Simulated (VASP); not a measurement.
Here is a VASP 6.6.1 calculation.

File INCAR:

```
  PREC = Accurate
  ENCUT = 500
  EDIFF = 1E-6
  ISMEAR = 0
  SIGMA = 0.01
  LREAL = F
  LASPH = T
  NELM = 120
  ALGO = Normal
  ISIF = 2
  LWAVE = F
  LCHARG = F
  GGA = PE
  NBANDS = 32
  GGA_COMPAT = F
```

Contents of KPOINTS:

```
Automatic mesh
0
Gamma
  2 2 2
```

POSCAR

```
Bi2Te3
1.0
    2.1930000000      1.2661291403     10.1656666667
   -2.1930000000      1.2661291403     10.1656666667
    0.0000000000     -2.5322582807     10.1656666667
Bi Te
2 3
Direct
    0.3999999967      0.3999999967      0.3999999967
    0.6000000033      0.6000000033      0.6000000033
    0.0000000000      0.0000000000      0.0000000000
    0.2095000033      0.2095000033      0.2095000033
    0.7904999967      0.7904999967      0.7904999967
```

Potentials or basis: VASP PAW PBE potentials, release 64 (Bi_d, Te).

The run is started by

```console
$ cat potpaw_PBE.64/Bi_d/POTCAR potpaw_PBE.64/Te/POTCAR > POTCAR
$ mpirun -np 1 vasp_std > vasp.out
```

Q: What does it give for the band gap on the k mesh?

A: 0.26 eV.

Q: Predict the largest force.

A: 0.694 eV/Å.

Stress tensor (GPa, compression positive):
```
 6.79  0.00  0.00
 0.00  6.79  0.00
 0.00  0.00 -0.75
```

Caveat: the k points lie up to 0.83 Å⁻¹ apart, too coarse for converged energies, forces and pressures; spin-orbit coupling is left out, which moves the levels of the heavy elements. A k mesh can miss the band edges.
